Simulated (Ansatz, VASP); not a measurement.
Two plane-wave programs on MgO

```
Mg O
1.0
     0.00000    2.10216    2.10216
     2.10216    0.00000    2.10216
     2.10216    2.10216    0.00000
Mg O
1 1
Cartesian
  0.0000 0.0000 0.0000
  2.1022 2.1022 2.1022
```

Alike in both runs: functional r2SCAN; k mesh 8 × 8 × 8; no spin polarisation.

Ansatz relaxed the structure, and its values are those at the end. VASP's run is a single point on that final structure, the one shown.

|  | VASP | Ansatz |
| --- | --- | --- |
| version | VASP 6.6.1 | Ansatz 0.2.0 |
| potentials or method | VASP PAW PBE potentials, release 64 (Mg, O) | scalar-relativistic, plane waves, PAW |
| plane-wave cutoff (eV) | 520 | 500 |
| occupations | gaussian, width 0.01 eV | fixed |
| valence electrons in the cell | 8 | 16 |

Ansatz gave:

| Property | Result |
| --- | --- |
| pressure (GPa) | 0.0 |

Problem. Which values does VASP return?

Solution. Pressure (GPa): -1.1.

VASP's potentials were made for PBE, not for r2SCAN. VASP's potentials hold 8 valence electrons a cell and Ansatz's 16, so a difference there can come from the potentials and not from the codes.
